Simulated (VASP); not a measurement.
# Pt (Fd-3m) in VASP: notebook

The runs below take Pt through single point, relaxation of cell and atoms, with PBEsol.

All numbers are computed with VASP 6.6.1; they aren't measurements. Logs are shortened: lines on timing, memory, paths and dates and some standing lists are left out, and cuts for length are marked.

## Step 1: The cell of the first run

The structure is cubic, space group Fd-3m (No. 227). Conventional cell: a = 5.912 Å, b = 5.912 Å, c = 5.912 Å, α = 90.00°, β = 90.00°, γ = 90.00°. Pt (site symmetry -43m) has 4 Pt at 2.56 Å within 3.4 Å.

This isn't the form of Pt at room conditions, which is fcc.

## Step 2: Single point, PBEsol (25.83 Å³/atom)

Input file INCAR:

```
ALGO = Normal ; EDIFF = 1E-6
ENCUT = 520 ; GGA = PS
ISIF = 2 ; ISMEAR = -1
LASPH = True ; LCHARG = True
LELF = True ; LREAL = False
LVHAR = True ; LWAVE = False
NBANDS = 17 ; NELM = 60
PREC = Accurate ; SIGMA = 0.1
```

Input file KPOINTS:

```
k-points
0
Gamma
  11 11 11
```

Input file POSCAR:

```
Pt
1.0
    0.0000000000      2.9561045454      2.9561045454
    2.9561045454      0.0000000000      2.9561045454
    2.9561045454      2.9561045454      0.0000000000
Pt
2
Direct
    0.1250000000      0.1250000000      0.1250000000
    0.8750000000      0.8750000000      0.8750000000
```

Potentials or basis: VASP PAW PBE potentials, release 64 (Pt).

Command:

```bash
cat potpaw_PBE.64/Pt/POTCAR > POTCAR
mpirun -np 1 vasp_std > vasp.out
```

OUTCAR:

```text
EDIFF = 1E-6
   ENCUT = 520
   GGA = PS
   ISIF = 2
   ISMEAR = -1
   LASPH = True
   LREAL = False
   NELM = 60
   PREC = Accurate

 ion  position               nearest neighbor table
   1  0.125  0.125  0.125-   2 2.56   2 2.56   2 2.56   2 2.56
   2  0.875  0.875  0.875-   1 2.56   1 2.56   1 2.56   1 2.56

  LATTYP: Found a face centered cubic cell.
 ALAT       =     5.9122090908

  Lattice vectors:

 A1 = (   0.0000000000,   2.9561045454,   2.9561045454)
 A2 = (   2.9561045454,   0.0000000000,   2.9561045454)
 A3 = (   2.9561045454,   2.9561045454,   0.0000000000)

Analysis of symmetry for initial positions (statically):
=====================================================================
 Subroutine PRICEL returns:
 Original cell was already a primitive cell.

 Routine SETGRP: Setting up the symmetry group for a
 face centered cubic supercell.

 Subroutine GETGRP returns: Found 48 space group operations
 (whereof 12 operations were pure point group operations)
 out of a pool of 48 trial point group operations.

The static configuration has the point symmetry D_3d.
 The point group associated with its full space group is O_h .

Analysis of symmetry for dynamics (positions and initial velocities):
=====================================================================
 Subroutine PRICEL returns:
 Original cell was already a primitive cell.

 Routine SETGRP: Setting up the symmetry group for a
 face centered cubic supercell.

 Subroutine GETGRP returns: Found 48 space group operations
 (whereof 12 operations were pure point group operations)
 out of a pool of 48 trial point group operations.

The dynamic configuration has the point symmetry D_3d.
 The point group associated with its full space group is O_h .

 Subroutine INISYM returns: Found 48 space group operations
 (whereof 12 operations are pure point group operations),
 and found     1 'primitive' translations

----------------------------------------------------------------------------------------

                                     Primitive cell

  volume of cell :      51.6642

  direct lattice vectors                    reciprocal lattice vectors
     0.000000000  2.956104545  2.956104545    -0.169141515  0.169141515  0.169141515
     2.956104545  0.000000000  2.956104545     0.169141515 -0.169141515  0.169141515
     2.956104545  2.956104545  0.000000000     0.169141515  0.169141515 -0.169141515

  length of vectors
     4.180563140  4.180563140  4.180563140     0.292961697  0.292961697  0.292961697

  position of ions in fractional coordinates (direct lattice)
     0.125000000  0.125000000  0.125000000
     0.875000000  0.875000000  0.875000000

  ion indices of the primitive-cell ions
   primitive index   ion index
                 1           1
                 2           2

----------------------------------------------------------------------------------------

 KPOINTS: k-points

Automatic generation of k-mesh.
 Grid dimensions read from file:
 generate k-points for:   11   11   11

 Generating k-lattice:

  Cartesian coordinates                     Fractional coordinates (reciprocal lattice)
    -0.015376501  0.015376501  0.015376501     0.090909091  0.000000000  0.000000000
     0.015376501 -0.015376501  0.015376501     0.000000000  0.090909091  0.000000000
     0.015376501  0.015376501 -0.015376501     0.000000000  0.000000000  0.090909091

  Length of vectors
     0.026632882  0.026632882  0.026632882

  Shift w.r.t. Gamma in fractional coordinates (k-lattice)
     0.000000000  0.000000000  0.000000000

 Subroutine IBZKPT returns following result:
 ===========================================

 Found     56 irreducible k-points:

 Following reciprocal coordinates:
            Coordinates               Weight
  0.000000  0.000000  0.000000      1.000000
  0.090909  0.000000  0.000000      8.000000
  0.181818  0.000000  0.000000      8.000000
  0.272727  0.000000  0.000000      8.000000
  0.363636  0.000000  0.000000      8.000000
  0.454545  0.000000  0.000000      8.000000
[... 16 lines left out ...]
 -0.272727  0.181818  0.000000     24.000000
 -0.181818  0.181818  0.000000     12.000000
 [... further k-points ...]
   k-points           NKPTS =     56   k-points in BZ     NKDIM =     56   number of bands    NBANDS=     17
   number of dos      NEDOS =    301   number of ions     NIONS =      2
   total plane-waves  NPLWV =  32768
   dimension x,y,z NGX =    32 NGY =   32 NGZ =   32
   dimension x,y,z NGXF=    64 NGYF=   64 NGZF=   64
   ions per type =               2
   NGX,Y,Z   is equivalent  to a cutoff of  12.73, 12.73, 12.73 a.u.
   NGXF,Y,Z  is equivalent  to a cutoff of  25.45, 25.45, 25.45 a.u.
 SYSTEM =  unknown system
   PREC   = accura    normal or accurate (medium, high low for compatibility)
   ISTART =      0    job   : 0-new  1-cont  2-samecut
   ICHARG =      2    charge: 1-file 2-atom 10-const
   ISPIN  =      1    spin polarized calculation?
   LNONCOLLINEAR =      F non collinear calculations
   LSORBIT =      F    spin-orbit coupling
   LASPH  =      T    aspherical Exc in radial PAW
   ENCUT  =  520.0 eV  38.22 Ry    6.18 a.u.   7.77  7.77  7.77*2*pi/ulx,y,z
   NELM   =     60;   NELMIN=  2; NELMDL= -5     # of ELM steps
   EDIFF  = 0.1E-05   stopping-criterion for ELM
   LREAL  =      F    real-space projection
   EDIFFG = 0.1E-04   stopping-criterion for IOM
   NSW    =      0    number of steps for IOM
   IBRION =     -1    ionic relax: 0-MD 1-quasi-New 2-CG
   NFREE  =      0    steps in history (QN), initial steepest desc. (CG)
   ISIF   =      2    stress and relaxation
   ISYM   =      2    0-nonsym 1-usesym 2-fastsym
   POTIM  = 0.5000    time-step for ionic-motion
   TEBEG  =    0.0;   TEEND  =   0.0 temperature during run
   PSTRESS=    0.0 pullay stress
   NELECT =      20.0000    total number of electrons
   NUPDOWN=      -1.0000    fix difference up-down
   EMIN   =  10.00;   EMAX   =-10.00  energy-range for DOS
   EFERMI =   0.00;   METHOD = LEGACY
   ISMEAR =    -1;   SIGMA  =   0.10  broadening in eV -4-tet -1-fermi 0-gaus
   EFERMI_NEDOS =   21; number of points for ismear=-14 and -15
   IALGO  =     38    algorithm
   IMIX   =      4    mixing-type and parameters
     AMIX     =   0.40;   BMIX     =  1.00
     AMIX_MAG =   1.60;   BMIX_MAG =  1.00
  volume/ion in A,a.u.               =      25.83       174.32
  Fermi-wavevector in a.u.,A,eV,Ry     =   1.193132  2.254692 19.368753  1.423563
  Thomas-Fermi vector in A             =   2.329153
   LORBIT       =      0    0 simple, 1 ext, 2 COOP (PROOUT), +10 PAW based schemes
   GGA     = PS    functional components
   LHFCALC =     F    Hartree Fock is set to
   AEXX    =    0.0000 exact exchange contribution
   IVDW    =     0    specifies the selected vdW correction
   LEPSILON=     F    determine dielectric tensor
   LRPA    =     F    only Hartree local field effects (RPA)
 non-spin polarized calculation
  energy-cutoff  :      520.00
  volume of cell :       51.66
 maximum number of plane-waves:      1411
   NGX = 15   NGY = 15   NGZ = 15

 number of electron      19.9999999 magnetization

 Free energy of the ion-electron system (eV)
  ---------------------------------------------------
  ext. energy  EPLUGINS =         0.00000000
  ---------------------------------------------------
  free energy    TOTEN  =       -11.22150581 eV

  energy without entropy =      -11.05235400  energy(sigma->0) =      -11.13692991

 E-fermi :   4.0088     XC(G=0): -10.2533

 val. band max:        4.0060930966   @ k =  -0.2727   0.3636   0.0909
 cond. band min:       4.0159768305   @ k =  -0.4545   0.3636   0.0000
 fundamental gap:      0.0098837339
 Fermi energy:         4.0088178437

 k-point     1 :       0.0000    0.0000    0.0000
  band No.  band energies     occupation
      1      -2.5012      2.00000
      2       0.0418      2.00000
      3       0.0418      2.00000
      4       0.1224      2.00000
      5       0.1224      2.00000
      6       0.1224      2.00000
[... 9 lines left out ...]
     16      14.9329      0.00000
     17      15.8991      0.00000

 k-point     2 :       0.0909    0.0000    0.0000
  band No.  band energies     occupation
      1      -2.3880      2.00000
      2      -0.0806      2.00000
      3      -0.0806      2.00000
      4       0.1117      2.00000
      5       0.2815      2.00000
      6       0.2815      2.00000
[... 9 lines left out ...]
     16      15.0221      0.00000
     17      16.5342      0.00000

 k-point     3 :       0.1818    0.0000    0.0000
  band No.  band energies     occupation
      1      -2.0670      2.00000
      2      -0.1680      2.00000
      3      -0.1680      2.00000
      4       0.0845      2.00000
      5       0.4510      2.00000
      6       0.4510      2.00000
[... 9 lines left out ...]
     16      15.7392      0.00000
     17      16.2566      0.00000

 k-point     4 :       0.2727    0.0000    0.0000
  band No.  band energies     occupation
      1      -1.6054      2.00000
      2      -0.1774      2.00000
      3      -0.1774      2.00000
      4       0.0506      2.00000
      5       0.5221      2.00000
      6       0.5221      2.00000
[... 9 lines left out ...]
     16      15.3328      0.00000
     17      16.7466      0.00000
[... 343 lines left out ...]
      1      -0.6638      2.00000
      2      -0.3015      2.00000
      3      -0.2350      2.00000
      4       0.1114      2.00000
      5       0.3998      2.00000
      6       0.9073      2.00000
[... 9 lines left out ...]
     16      16.0771      0.00000
     17      17.6816      0.00000

 k-point    23 :      -0.2727    0.1818    0.0000
  band No.  band energies     occupation
      1      -0.9925      2.00000
      2      -0.3281      2.00000
      3      -0.1895      2.00000
      4       0.1278      2.00000
      5       0.3324      2.00000
      6       0.9731      2.00000
[... 9 lines left out ...]
     16      15.8857      0.00000
     17      17.1400      0.00000

 k-point    24 :      -0.1818    0.1818    0.0000
  band No.  band energies     occupation
      1      -1.4357      2.00000
      2      -0.3553      2.00000
      3      -0.0519      2.00000
      4       0.0310      2.00000
      5       0.3687      2.00000
      6       0.8679      2.00000
[... 9 lines left out ...]
     16      15.8637      0.00000
     17      15.9058      0.00000

 [... further k-points ...]

------------------------ aborting loop because EDIFF is reached ----------------------------------------

  FORCE on cell =-STRESS in cart. coord.  units (eV):
  Direction    XX          YY          ZZ          XY          YZ          ZX
  --------------------------------------------------------------------------------------
  -------------------------------------------------------------------------------------
  Total       -3.6824857     -3.6824857     -3.6824857      0.0000000     -0.0000000      0.0000000
  in kB     -114.1989957   -114.1989957   -114.1989957      0.0000000     -0.0000000      0.0000000
  external PRESSURE =    -114.1989957 kB  Pullay stress =       0.0000000 kB

 VOLUME and BASIS-vectors are now :
 -----------------------------------------------------------------------------
  energy-cutoff  :      520.00
  volume of cell :       51.66
      direct lattice vectors                 reciprocal lattice vectors
     0.000000000  2.956104545  2.956104545    -0.169141515  0.169141515  0.169141515
     2.956104545  0.000000000  2.956104545     0.169141515 -0.169141515  0.169141515
     2.956104545  2.956104545  0.000000000     0.169141515  0.169141515 -0.169141515

 POSITION                                       TOTAL-FORCE (eV/Angst)
 -----------------------------------------------------------------------------------
      0.73903      0.73903      0.73903        -0.000000     -0.000000     -0.000000
      5.17318      5.17318      5.17318         0.000000      0.000000      0.000000
 -----------------------------------------------------------------------------------
    total drift:                                0.000000      0.000000     -0.000000

  FREE ENERGIE OF THE ION-ELECTRON SYSTEM (eV)
  ---------------------------------------------------
  free  energy   TOTEN  =       -11.2215058120 eV

  energy  without entropy=      -11.0523540039  energy(sigma->0) =      -11.13692991
```

Wall time 66 s (1 thread of AMD EPYC 7R13, shared host); peak memory 0.17 GiB.

Results:

```yaml
Free_energy: -11.2215 eV
Pressure: -11.4 GPa
Band_gap_on_the_k_mesh: zero (bands 10 and 11 overlap by 0.53 eV)
```

Levels at points of the mesh, in eV from the Fermi level:
```tsv
k point	band 6	band 7	band 8	band 9	band 10	band 11	band 12	band 13	band 14	band 15
(0.00, 0.00, 0.00)	-3.89	-1.64	-1.64	-1.64	-0.09	-0.09	9.91	10.24	10.92	10.92
```

Caveat: the cell stands under tension; the PAW data sets were made with another functional, which shifts forces and pressure a little; spin-orbit coupling is left out, which moves the levels of the heavy elements.

## Step 3: Relaxation of cell and atoms, PBEsol

This run uses another cell than the first one, of 20.38 Å³/atom.

Input file INCAR:

```
SYSTEM = Pt
PREC = Accurate ; ENCUT = 600
EDIFF = 1E-7 ; ISMEAR = -1
SIGMA = 0.1 ; LREAL = .False.
LASPH = .True. ; NELM = 60
ALGO = Normal ; ISIF = 3
LWAVE = .False. ; LCHARG = .False.
GGA = PS ; IBRION = 2
NSW = 80 ; EDIFFG = -0.01
```

Input file KPOINTS:

```
regular mesh
0
Gamma
  10 10 10
  0 0 0
```

Input file POSCAR:

```
Pt
1.0
    0.0000000000      2.7314125730      2.7314125730
    2.7314125730      0.0000000000      2.7314125730
    2.7314125730      2.7314125730      0.0000000000
Pt
2
Direct
    0.1250000000      0.1250000000      0.1250000000
    0.8750000000      0.8750000000      0.8750000000
```

Potentials or basis: VASP PAW PBE potentials, release 64 (Pt).

Command:

```bash
cat potpaw_PBE.64/Pt/POTCAR > POTCAR
mpirun -np 1 vasp_std > vasp.out
```

It took 3.1 min on 1 thread of AMD EPYC 7R13, shared host; peak memory 0.17 GiB.

The run converged. Its results:

```
Free energy                           : -11.4484 eV
Relaxed volume                        : 22.99 Å³/atom
Relaxed cell                          : a = 4.021 Å, b = 4.021 Å, c = 4.021 Å, α = 60.00°, β = 60.00°, γ = 60.00°
Space group after relaxing (to 0.1 Å) : Fd-3m (No. 227)
Energy gained by relaxing             : 160.5 meV/atom
Ionic steps                           : 5
Pressure after relaxing               : 0.0 GPa
Band gap on the k mesh                : zero (bands 10 and 11 overlap by 0.61 eV)
```

Step by step:
| step | energy change (eV) | largest force (eV/Å) | pressure (GPa) | volume (Å³) |
| --- | --- | --- | --- | --- |
| 1 | 0.0000 | 0.0000 | 22.23 | 40.76 |
| 2 | 0.6718 | 0.0000 | -17.14 | 59.82 |
| 3 | -0.3187 | 0.0000 | -1.45 | 46.50 |
| 4 | -0.3209 | 0.0000 | -0.28 | 46.09 |
| 5 | -0.3210 | 0.0000 | 0.04 | 45.98 |

Final structure:
```
Pt
1.0
     0.00000    2.84342    2.84342
     2.84342    0.00000    2.84342
     2.84342    2.84342    0.00000
Pt
2
Direct
  0.12500 0.12500 0.12500
  0.87500 0.87500 0.87500
```

Levels at points of the mesh, in eV from the Fermi level:
```csv
k point,band 7,band 8,band 9,band 10,band 11,band 12,band 13,band 14
"(0.00, 0.00, 0.00)",-1.98,-1.98,-1.98,-0.07,-0.07,10.58,10.59,11.86
"(0.50, 0.00, 0.00)",-1.56,-1.44,-1.44,-0.43,-0.43,0.76,8.11,8.11
"(0.50, 0.50, 0.00)",-2.61,-2.61,-0.16,-0.16,1.30,1.30,3.83,3.83
```

Caveat: the PAW data sets were made with another functional, which shifts forces and pressure a little; spin-orbit coupling is left out, which moves the levels of the heavy elements.

(Part 1 of 2 ends here.)
